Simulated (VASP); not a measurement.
## SrCl2: single point with PBE

SrCl2:

```
Sr Cl
1.0
     0.00000    3.49765    3.49765
     3.49765    0.00000    3.49765
     3.49765    3.49765    0.00000
Sr Cl
1 2
Direct
  0.00000 0.00000 0.00000
  0.25000 0.25000 0.25000
  0.75000 0.75000 0.75000
```

```yaml
Program: VASP 6.6.1
Task: single point
Functional: PBE
Potentials_or_basis: VASP PAW PBE potentials, release 64 (Sr_sv, Cl)
Cutoff: 520 eV
k_mesh: 4 × 4 × 4
Occupations: gaussian, width 0.01 eV
Spin: no spin polarisation
Dipole_correction: no
Further_INCAR_settings: ALGO = Normal; EDIFF = 1e-06; NBANDS = 19
```

The pressure is 0.8 GPa. The band gap on the k mesh is 5.31 eV, indirect (least direct gap 5.51 eV).

Levels at points of the mesh, in eV from the valence-band top:
```
           k point  band 9  band 10  band 11  band 12  band 13  band 14  band 15  band 16
(0.00, 0.00, 0.00)   -2.10    -0.33    -0.33    -0.33     5.31     6.10     6.10     9.02
(0.50, 0.00, 0.00)   -1.48    -1.30    -1.04    -1.04     6.70     6.70     7.48     7.86
(0.50, 0.50, 0.00)   -1.86    -0.40    -0.40     0.00     5.51     7.02     7.58     7.98
```

Run time: 17 s on 1 thread of Intel(R) Xeon(R) Platinum 8259CL CPU @ 2.50GHz (Skylake/Cascade Lake) (shared host), peak memory 0.23 GiB.

A k mesh can miss the band edges. As with any semilocal functional, this PBE gap is likely too small.
